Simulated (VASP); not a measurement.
Wanted: the native input for a VASP 6.6.1 run.

| Property | Result |
| --- | --- |
| Task | single point |
| Functional | PBE |
| Potentials or basis | VASP PAW PBE potentials, release 64 (Hf_pv, Si, O, Ge_d) |
| Cutoff | 520 eV |
| k mesh | 2 × 2 × 2 |
| Occupations | fermi-dirac, width 0.02 eV |
| Spin | no spin polarisation |
| Dipole correction | no |
| Further INCAR settings | LREAL = Auto; ALGO = Normal; EDIFF = 1e-07; NBANDS = 101 |

The structure of Hf4Si4GeO16 (a cell with a defect) lies in POSCAR:

```
Hf4Si4GeO16
1.0
    6.5725000000      0.0000000000      0.0000000000
    0.0000000000      6.5725000000      0.0000000000
    0.0000000000      0.0000000000      5.9632000000
Hf Si O Ge
4 4 16 1
Direct
    0.0252871814      0.4978623051      0.2709283606
    0.0245112210      0.0137238494      0.0096760129
    0.5155420312      0.0298972994      0.7455896163
    0.4915176873      0.5062305059      0.5198215723
    0.5316546215      0.0206618486      0.2513080225
    0.0512894637      0.0155648536      0.5140360880
   -0.0086724990      0.5006770635      0.7754225919
    0.5080715101      0.5141574743      0.0161322780
    0.4483225561      0.3402966908      0.8194928897
    0.6951236211      0.0692582731      0.0254393614
    0.0529022442      0.1911753518      0.3280453448
    0.3470521111      0.0306276151      0.0779614972
    0.5129554964      0.1854545455      0.4578749665
    0.2000304298      0.0224419932      0.7232190770
    0.4481399772      0.8415519209      0.4420110008
    0.3294788893      0.5309090909      0.1938556480
    0.0831799163      0.8367287942      0.3298564529
    0.1779383796      0.4921719285      0.5814495573
    0.5090452644      0.7075085584      0.8482526160
    0.7917535184      0.4388740966      0.6395224041
   -0.0216812476      0.6907569418      0.9534478133
    0.7062609357      0.4719208825      0.1741850013
    0.0459490300      0.3291137315      0.9614468742
    0.8337010270     -0.0166755420      0.6488127180
    0.7514644351      0.7976416889      0.3798799302
```

One way to write it, as run:

INCAR

```
ALGO = Normal ; EDIFF = 1E-7
ENCUT = 520 ; GGA = PE
ISIF = 2 ; ISMEAR = -1
LASPH = True ; LCHARG = True
LELF = True ; LREAL = Auto
LVHAR = True ; LWAVE = False
NBANDS = 101 ; NELM = 80
PREC = Accurate ; SIGMA = 0.02
```

KPOINTS

```
k-points
0
Gamma
  2 2 2
```

Potentials or basis: VASP PAW PBE potentials, release 64 (Hf_pv, Si, O, Ge_d).

Command:

```console
$ cat potpaw_PBE.64/Hf_pv/POTCAR potpaw_PBE.64/Si/POTCAR potpaw_PBE.64/O/POTCAR potpaw_PBE.64/Ge_d/POTCAR > POTCAR
$ mpirun -np 1 vasp_std > vasp.out
```

It gave:

```
Pressure               : 17.2 GPa
Largest force          : 3.543 eV/Å
Band gap on the k mesh : 1.51 eV
```

Caveat: the k points lie up to 0.53 Å⁻¹ apart; spin-orbit coupling is left out, which moves the levels of the heavy elements.

Run time: 11 min on 1 thread of Oxide Virtual Turin-like Processor (shared host), peak memory 0.39 GiB.
